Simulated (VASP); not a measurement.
# WC (P4/mmm) in VASP: single point with PBE

Aim: the single point of WC with PBE.

Program: VASP 6.6.1. These are calculated values, not measurements. Logs are shortened: lines on timing, memory, paths and dates and some standing lists are left out, and cuts for length are marked.

## (1) The cell of the first run

It takes space group P4/mmm (No. 123, tetragonal). Conventional cell: a = 2.947 Å, b = 2.947 Å, c = 7.481 Å, α = 90.00°, β = 90.00°, γ = 90.00°. W (site symmetry 4mm) has 9 C at 2.16 to 3.11 Å and 9 W at 2.95 to 3.16 Å within 3.2 Å. W (site symmetry 4/mmm) has 4 C at 2.08 Å within 2.8 Å. Within 2.0 Å of C (site symmetry 4mm) lie 1 C at 1.47 Å. C (site symmetry 4/mmm) has 6 W at 2.08 to 2.16 Å within 2.8 Å.

## (2) Single point, PBE

The input, POSCAR:

```
WC
1.0
    2.9474331841      0.0000000000      0.0000000000
    0.0000000000      2.9474331841      0.0000000000
    0.0000000000      0.0000000000      7.4807812356
W C
3 3
Direct
    0.5000000000      0.5000000000      0.2889573774
    0.5000000000      0.5000000000      0.7110426226
    0.0000000000      0.0000000000      0.0000000000
    0.0000000000      0.0000000000      0.4017876898
    0.0000000000      0.0000000000      0.5982123102
    0.5000000000      0.5000000000      0.0000000000
```

The input, INCAR.step1:

```
ALGO     = Normal         # electronic algorithm
EDIFF    = 1E-6           # SCF threshold, eV
ENCUT    = 520            # plane-wave cutoff, eV
GGA      = PE             # functional
ISIF     = 2              # what is computed and relaxed
ISMEAR   = 0              # smearing method
LASPH    = True           # aspherical terms in the spheres
LCHARG   = True           # write CHGCAR
LMAXMIX  = 4              # l up to which the mixer works
LREAL    = False          # projectors in reciprocal space
LWAVE    = False          # write WAVECAR
NBANDS   = 36             # bands
NELM     = 80             # most SCF steps
PREC     = Accurate       # precision mode
SIGMA    = 0.1            # smearing width, eV
```

The input, KPOINTS.step1:

```
k-points
0
Gamma
  12 12 6
```

The input, INCAR.step2:

```
ALGO     = Normal         # electronic algorithm
EDIFF    = 1E-6           # SCF threshold, eV
ENCUT    = 520            # plane-wave cutoff, eV
GGA      = PE             # functional
ICHARG   = 11             # starting density
ISIF     = 2              # what is computed and relaxed
ISMEAR   = -5             # smearing method
LASPH    = True           # aspherical terms in the spheres
LCHARG   = False          # write CHGCAR
LMAXMIX  = 4              # l up to which the mixer works
LORBIT   = 11             # projections on sites
LREAL    = False          # projectors in reciprocal space
LWAVE    = False          # write WAVECAR
NEDOS    = 2001           # points of the DOS
NELM     = 80             # most SCF steps
PREC     = Accurate       # precision mode
SIGMA    = 0.1            # smearing width, eV
```

The input, KPOINTS.step2:

```
k-points
0
Gamma
  18 18 9
```

Potentials or basis: VASP PAW PBE potentials, release 64 (W_sv, C).

The run is started by

```sh
> cat potpaw_PBE.64/W_sv/POTCAR potpaw_PBE.64/C/POTCAR > POTCAR
> cp INCAR.step1 INCAR
> cp KPOINTS.step1 KPOINTS
> mpirun -np 1 vasp_std > vasp.out
> cp INCAR.step2 INCAR
> cp KPOINTS.step2 KPOINTS
> mpirun -np 1 vasp_std > vasp.out
```

OUTCAR:

```text
EDIFF = 1E-6
   ENCUT = 520
   GGA = PE
   ICHARG = 11
   ISIF = 2
   ISMEAR = -5
   LASPH = True
   LORBIT = 11
   LREAL = False
   NELM = 80
   PREC = Accurate

 ion  position               nearest neighbor table
   1  0.500  0.500  0.289-   6 2.16   4 2.25   4 2.25   4 2.25   4 2.25   3 3.00   3 3.00   3 3.00
                             3 3.00   2 3.16
   2  0.500  0.500  0.711-   6 2.16   5 2.25   5 2.25   5 2.25   5 2.25   3 3.00   3 3.00   3 3.00
                             3 3.00   1 3.16
   3  0.000  0.000  0.000-   6 2.08   6 2.08   6 2.08   6 2.08   2 3.00   2 3.00   1 3.00   2 3.00
                             1 3.00   1 3.00   2 3.00   1 3.00
   4  0.000  0.000  0.402-   5 1.47   1 2.25   1 2.25   1 2.25   1 2.25
   5  0.000  0.000  0.598-   4 1.47   2 2.25   2 2.25   2 2.25   2 2.25
   6  0.500  0.500  0.000-   3 2.08   3 2.08   3 2.08   3 2.08   1 2.16   2 2.16

  LATTYP: Found a simple tetragonal cell.
 ALAT       =     2.9474331841
 C/A-ratio  =     2.5380664356

  Lattice vectors:

 A1 = (   2.9474331841,   0.0000000000,   0.0000000000)
 A2 = (   0.0000000000,   2.9474331841,   0.0000000000)
 A3 = (   0.0000000000,   0.0000000000,   7.4807812356)

Analysis of symmetry for initial positions (statically):
=====================================================================
 Subroutine PRICEL returns:
 Original cell was already a primitive cell.

 Routine SETGRP: Setting up the symmetry group for a
 simple tetragonal supercell.

 Subroutine GETGRP returns: Found 16 space group operations
 (whereof 16 operations were pure point group operations)
 out of a pool of 16 trial point group operations.

The static configuration has the point symmetry D_4h.

Analysis of symmetry for dynamics (positions and initial velocities):
=====================================================================
 Subroutine PRICEL returns:
 Original cell was already a primitive cell.

 Routine SETGRP: Setting up the symmetry group for a
 simple tetragonal supercell.

 Subroutine GETGRP returns: Found 16 space group operations
 (whereof 16 operations were pure point group operations)
 out of a pool of 16 trial point group operations.

The dynamic configuration has the point symmetry D_4h.

 Subroutine INISYM returns: Found 16 space group operations
[... 117 lines left out ...]
   PSTRESS=    0.0 pullay stress
   NELECT =      54.0000    total number of electrons
   NUPDOWN=      -1.0000    fix difference up-down
   EMIN   =  10.00;   EMAX   =-10.00  energy-range for DOS
   EFERMI =   0.00;   METHOD = LEGACY
   ISMEAR =    -5;   SIGMA  =   0.10  broadening in eV -4-tet -1-fermi 0-gaus
   EFERMI_NEDOS =   21; number of points for ismear=-14 and -15
   IALGO  =     38    algorithm
   IMIX   =      4    mixing-type and parameters
     AMIX     =   0.40;   BMIX     =  1.00
     AMIX_MAG =   1.60;   BMIX_MAG =  1.00
  volume/ion in A,a.u.               =      10.83        73.09
  Fermi-wavevector in a.u.,A,eV,Ry     =   1.539080  2.908439 32.229024  2.368766
  Thomas-Fermi vector in A             =   2.645358
   LORBIT       =     11    0 simple, 1 ext, 2 COOP (PROOUT), +10 PAW based schemes
   GGA     = PE    functional components
   LHFCALC =     F    Hartree Fock is set to
   AEXX    =    0.0000 exact exchange contribution
   IVDW    =     0    specifies the selected vdW correction
   LEPSILON=     F    determine dielectric tensor
   LRPA    =     F    only Hartree local field effects (RPA)
 non-spin polarized calculation
 Fermi weights with tetrahedron method with Bloechl corrections
  energy-cutoff  :      520.00
  volume of cell :       64.99
 maximum number of plane-waves:      1784
 NGX is ok and might be reduce to    24

 number of electron      54.0000012 magnetization

 Free energy of the ion-electron system (eV)
  ---------------------------------------------------
  ext. energy  EPLUGINS =         0.00000000
  ---------------------------------------------------
  free energy    TOTEN  =       -64.56343996 eV

  energy without entropy =      -64.56343996  energy(sigma->0) =      -64.56343996

 E-fermi :  11.2508     XC(G=0): -13.5242

 val. band max:       11.2945009242   @ k =   0.5000   0.4444   0.3333
 cond. band min:      11.2069860456   @ k =   0.4444   0.3889   0.2222
 fundamental gap:     -0.0875148786
 Fermi energy:        11.2508020206

 k-point     1 :       0.0000    0.0000    0.0000
  band No.  band energies     occupation
      1     -63.3765      2.00000
      2     -63.1845      2.00000
      3     -63.1838      2.00000
      4     -27.7146      2.00000
      5     -27.6432      2.00000
      6     -27.6432      2.00000
[... 829 lines left out ...]
     31      13.2009      0.00000
     32      13.3454      0.00000

 [... further k-points ...]

------------------------ aborting loop because EDIFF is reached ----------------------------------------

  FORCE on cell =-STRESS in cart. coord.  units (eV):
  Direction    XX          YY          ZZ          XY          YZ          ZX
  --------------------------------------------------------------------------------------
  -------------------------------------------------------------------------------------
  Total        0.5531036      0.5531036     -0.1966914      0.0000000      0.0000000      0.0000000
  in kB       13.6358494     13.6358494     -4.8491001      0.0000000      0.0000000      0.0000000
  external PRESSURE =       7.4741996 kB  Pullay stress =       0.0000000 kB

 VOLUME and BASIS-vectors are now :
 -----------------------------------------------------------------------------
  energy-cutoff  :      520.00
  volume of cell :       64.99
      direct lattice vectors                 reciprocal lattice vectors
     2.947433184  0.000000000  0.000000000     0.339278259  0.000000000  0.000000000
     0.000000000  2.947433184  0.000000000     0.000000000  0.339278259  0.000000000
     0.000000000  0.000000000  7.480781236     0.000000000  0.000000000  0.133675878

 POSITION                                       TOTAL-FORCE (eV/Angst)
 -----------------------------------------------------------------------------------
      1.47372      1.47372      2.16163         0.000000     -0.000000     -0.009133
      1.47372      1.47372      5.31915        -0.000000      0.000000      0.009133
      0.00000      0.00000      0.00000         0.000000     -0.000000      0.000000
      0.00000      0.00000      3.00569        -0.000000     -0.000000     -0.098436
      0.00000      0.00000      4.47510         0.000000     -0.000000      0.098436
      1.47372      1.47372      0.00000         0.000000     -0.000000      0.000000
 -----------------------------------------------------------------------------------
    total drift:                                0.000000     -0.000000      0.000000

  FREE ENERGIE OF THE ION-ELECTRON SYSTEM (eV)
  ---------------------------------------------------
  free  energy   TOTEN  =       -64.5634399588 eV

  energy  without entropy=      -64.5634399588  energy(sigma->0) =      -64.56343996

 total charge

# of ion       s       p       d       tot
------------------------------------------
    1        2.320   6.327   3.416  12.063
    2        2.320   6.327   3.416  12.063
    3        2.333   6.391   3.517  12.241
    4        0.857   1.554   0.000   2.411
    5        0.857   1.554   0.000   2.411
    6        0.878   1.642   0.000   2.521
--------------------------------------------------
tot          9.565  23.796  10.350  43.710
```

OUTCAR.step1:

```text
EDIFF = 1E-6
   ENCUT = 520
   GGA = PE
   ISIF = 2
[... 1178 lines left out ...]
      0.00000      0.00000      0.00000        -0.000000     -0.000000      0.000000
      0.00000      0.00000      3.00569        -0.000000     -0.000000     -0.017593
      0.00000      0.00000      4.47510        -0.000000     -0.000000      0.017593
      1.47372      1.47372      0.00000        -0.000000     -0.000000      0.000000
 -----------------------------------------------------------------------------------
    total drift:                                0.000000     -0.000000      0.000000

  FREE ENERGIE OF THE ION-ELECTRON SYSTEM (eV)
  ---------------------------------------------------
  free  energy   TOTEN  =       -64.5685166272 eV

  energy  without entropy=      -64.5597412586  energy(sigma->0) =      -64.56412894
```

OSZICAR.step1:

```text
N       E                     dE             d eps       ncg     rms          rms(c)
DAV:   1     0.596121218024E+03    0.59612E+03   -0.29379E+04  8104   0.170E+03
DAV:   2    -0.324123447917E+02   -0.62853E+03   -0.61053E+03  8488   0.520E+02
DAV:   3    -0.721681547981E+02   -0.39756E+02   -0.38593E+02  9680   0.122E+02
DAV:   4    -0.732522979300E+02   -0.10841E+01   -0.10735E+01  9868   0.191E+01
DAV:   5    -0.732697762681E+02   -0.17478E-01   -0.17445E-01  9928   0.251E+00    0.507E+01
DAV:   6    -0.650517948354E+02    0.82180E+01   -0.47267E+01 10004   0.346E+01    0.154E+01
DAV:   7    -0.647099543879E+02    0.34184E+00   -0.42995E+00  9512   0.135E+01    0.911E+00
DAV:   8    -0.646597868764E+02    0.50168E-01   -0.13445E+00  9592   0.687E+00    0.318E+00
DAV:   9    -0.645728018194E+02    0.86985E-01   -0.53115E-01  9876   0.511E+00    0.924E-01
DAV:  10    -0.645684154404E+02    0.43864E-02   -0.36864E-02  9652   0.125E+00    0.212E-01
DAV:  11    -0.645685295250E+02   -0.11408E-03   -0.31026E-03  9668   0.341E-01    0.865E-02
DAV:  12    -0.645685100959E+02    0.19429E-04   -0.23384E-04  9628   0.956E-02    0.403E-02
DAV:  13    -0.645685195126E+02   -0.94167E-05   -0.53663E-05 10020   0.537E-02    0.100E-02
DAV:  14    -0.645685170540E+02    0.24585E-05   -0.76639E-06  9588   0.183E-02    0.410E-03
DAV:  15    -0.645685166272E+02    0.42679E-06   -0.62150E-07  4912   0.553E-03
   1 F= -.64568517E+02 E0= -.64564129E+02  d E =-.877537E-02
```

Run time: 8.6 min. Hardware: 1 thread of Intel Xeon Platinum 8488C (Sapphire Rapids), shared host; peak memory 0.51 GiB.

What came out:

```
Valence electrons inside the program's atomic spheres : W 12.06, 12.24 (each value once); C 2.41, 2.52 (each value once)
```

Levels at points of the mesh, in eV from the Fermi level:
```csv
k point,band 25,band 26,band 27,band 28,band 29,band 30
"(0.00, 0.00, 0.00)",-1.50,-1.24,-1.24,0.42,0.55,0.89
"(0.50, 0.00, 0.00)",-2.25,-2.09,1.17,1.23,1.28,1.38
"(0.50, 0.50, 0.00)",-1.96,-0.83,0.85,2.05,2.05,3.66
```

Caveat: spin-orbit coupling is left out, which moves the levels of the heavy elements.
